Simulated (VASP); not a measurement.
Input of a VASP 6.6.1 run:

Contents of INCAR:

```
SYSTEM = K
ALGO = Normal
EDIFF = 1E-7
ENCUT = 520
GGA = CA
ISIF = 2
ISMEAR = -1
LASPH = .TRUE.
LCHARG = .FALSE.
LREAL = .FALSE.
LWAVE = .FALSE.
NBANDS = 30
NELM = 60
PREC = Accurate
SIGMA = 0.01
```

File KPOINTS:

```
Automatic mesh
0
Gamma
  4 4 3
  0.5 0.5 0.5
```

POSCAR

```
K
1.0
    3.7010000000     -5.5240000000      0.0000000000
    3.7010000000      5.5240000000      0.0000000000
    0.0000000000      0.0000000000      8.3670000000
K
5
Direct
    0.5000000000      0.0000000000      0.2500000000
    0.0000000000      0.5000000000      0.7500000000
    0.0000000000      0.5000000000      0.2500000000
    0.5000000000      0.0000000000      0.7500000000
    0.0000000000      0.0000000000      0.0000000000
```

Potentials or basis: VASP PAW LDA potentials, release 64 (K_sv).

Run with:

```bash
$ cat potpaw_LDA.64/K_sv/POTCAR > POTCAR
$ mpirun -np 1 vasp_std > vasp.out
```

Task: What does it give for the largest force?

Result: 0.187 eV/Å.

Task: What does it give for the pressure?

Result: 0.8 GPa.

Forces in eV/Å, atoms in the order of the input:
```
K    0.000  0.000  0.187
K    0.000  0.000 -0.187
K    0.000  0.000  0.187
K    0.000  0.000 -0.187
K    0.000  0.000  0.000
```
